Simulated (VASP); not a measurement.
HfN: relaxation of cell and atoms with PBEsol

Crystal: HfN.

```xyz
4
Lattice="3.1074 0.0000 0.0000 -1.5537 2.6911 0.0000 0.0000 0.0000 5.3560" Properties=species:S:1:pos:R:3 pbc="T T T"
Hf    1.5537    0.8970    4.0170
Hf    0.0000    1.7941    1.3390
N     0.0000    0.0000    0.0000
N     0.0000    0.0000    2.6780
```

```
Program                : VASP 6.6.1
Task                   : relaxation of cell and atoms
Functional             : PBEsol
Potentials or basis    : VASP PAW PBE potentials, release 64 (Hf_pv, N)
Cutoff                 : 600 eV
k mesh                 : 18 × 18 × 8
Occupations            : gaussian, width 0.1 eV
Spin                   : no spin polarisation
Target pressure        : 2 GPa
Dipole correction      : no
Further INCAR settings : ALGO = Normal; EDIFF = 1e-06; IBRION = 2; EDIFFG = -0.008; NSW = 70; ISIF = 3
```

```json
{
 "Relaxed volume": "11.25 Å³/atom",
 "Relaxed cell": "a = 3.112 Å, b = 3.112 Å, c = 5.365 Å, α = 90.00°, β = 90.00°, γ = 120.00°",
 "Space group after relaxing (to 0.1 Å)": "P6_3/mmc (No. 194)",
 "Energy change on relaxing (the run minimises the enthalpy)": "-0.9 meV/atom",
 "Ionic steps": "3",
 "Pressure after relaxing": "2.0 GPa",
 "Band gap on the k mesh": "zero (bands 15 and 16 overlap by 2.40 eV)"
}
```

Step by step:
```csv
step,energy change (eV),largest force (eV/Å),pressure (GPa),volume (Å³)
1,0.0000,0.0000,3.46,44.79
2,-0.0053,0.0000,-0.85,45.45
3,-0.0037,0.0000,2.00,45.01
```

Final structure:
```
Hf N
1.0
     3.11224    0.00000    0.00000
    -1.55612    2.69528    0.00000
     0.00000    0.00000    5.36543
Hf N
2 2
Direct
  0.66667 0.33333 0.75000
  0.33333 0.66667 0.25000
  0.00000 0.00000 0.00000
  0.00000 0.00000 0.50000
```

Levels at points of the mesh, in eV from the Fermi level:
```tsv
k point	band 11	band 12	band 13	band 14	band 15	band 16	band 17	band 18	band 19
(0.00, 0.00, 0.00)	-4.81	-3.63	-3.63	-1.67	-0.62	0.73	0.73	1.21	1.86
(0.50, 0.00, 0.00)	-5.82	-5.58	-3.25	-2.86	-2.38	2.57	2.84	4.57	4.82
(0.00, 0.00, 0.50)	-4.46	-4.46	-4.46	-4.46	1.95	1.95	3.01	3.01	3.01
(0.50, 0.00, 0.50)	-5.55	-5.55	-4.53	-4.53	-0.24	-0.24	4.88	4.88	4.94
```

It took 3.9 min on 1 thread of AMD EPYC 9R45 96-Core Processor (Zen 5) (shared host), peak memory 0.3 GiB.

Caveat: the cell is relaxed towards a set pressure, so the run minimises the enthalpy, not the energy; the PAW data sets were made with another functional, which shifts forces and pressure a little; spin-orbit coupling is left out, which moves the levels of the heavy elements.
